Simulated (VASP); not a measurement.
A run of VASP 6.6.1:

File INCAR:

```
ALGO     = Normal         # electronic algorithm
EDIFF    = 1E-6           # SCF threshold, eV
ENCUT    = 520            # plane-wave cutoff, eV
GGA      = PE             # functional
ISIF     = 2              # what is computed and relaxed
ISMEAR   = 0              # smearing method
IVDW     = 12             # dispersion correction
LASPH    = True           # aspherical terms in the spheres
LCHARG   = False          # write CHGCAR
LREAL    = False          # projectors in reciprocal space
LWAVE    = False          # write WAVECAR
NBANDS   = 17             # bands
NELM     = 100            # most SCF steps
PREC     = Accurate       # precision mode
SIGMA    = 0.03           # smearing width, eV
```

The input KPOINTS:

```
k-points
0
Gamma
  10 10 10
```

Contents of POSCAR:

```
PbSe
1.0
    0.0000000000      2.9827424356      3.0670873374
    2.9827424356      0.0000000000      3.0670873374
    2.9827424356      2.9827424356      0.0000000000
Pb Se
1 1
Direct
    0.0000000000      0.0000000000      0.0000000000
    0.5000000000      0.5000000000      0.5000000000
```

Potentials or basis: VASP PAW PBE potentials, release 64 (Pb_d, Se).

The run is started by

```sh
$ cat potpaw_PBE.64/Pb_d/POTCAR potpaw_PBE.64/Se/POTCAR > POTCAR
$ mpirun -np 1 vasp_std > vasp.out
```

Hardware: 1 thread of Intel Xeon 8259CL (shared host).

Task: How long does it take, and how much memory?

Result: Run time: 87 s on 1 thread of Intel Xeon 8259CL, with other jobs on the host, peak memory 0.25 GiB. Counts: scf iterations 12, k points 102.
